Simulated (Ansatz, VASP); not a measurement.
## Two plane-wave programs on GaCo

```
CELL_PARAMETERS angstrom
2.88158 0.00000 0.00000
0.00000 2.88158 0.00000
0.00000 0.00000 2.88158
ATOMIC_POSITIONS crystal
Ga 0.50000 0.50000 0.50000
Co 0.00000 0.00000 0.00000
```

Change from the starting cell: the structure that the rattled cell fell into.

Alike in both runs: functional PBE; k mesh 20 × 20 × 20; occupations gaussian, width 0.1 eV; collinear spin.

Ansatz relaxed the structure, and its values are those at the end. VASP's run is a single point on that final structure, the one shown.

```csv
,VASP,Ansatz
version,VASP 6.6.1,Ansatz 0.2.0
potentials or method,"VASP PAW PBE potentials, release 64 (Ga_d, Co), cutoff 520 eV","scalar-relativistic, plane waves, PAW"
valence electrons in the cell,22,30
```

|  | VASP | Ansatz | Ansatz less VASP |
| --- | --- | --- | --- |
| gap on the k mesh at the Fermi level (eV) | none | none | - |
| pressure (GPa) | 0.2 | 0.0 | -0.23 |
| net moment per atom (μB) | 0.02 | 0.03 | +0.004 |
| size of the moment on the site where the two differ most (μB) | 0.05 | 0.06 | +0.009 |

Site moments also hang on the region over which each program counts them. A gap of «none» marks a metal or a gap that the smearing closes. VASP's potentials hold 22 valence electrons a cell and Ansatz's 30, so a difference there can come from the potentials and not from the codes.
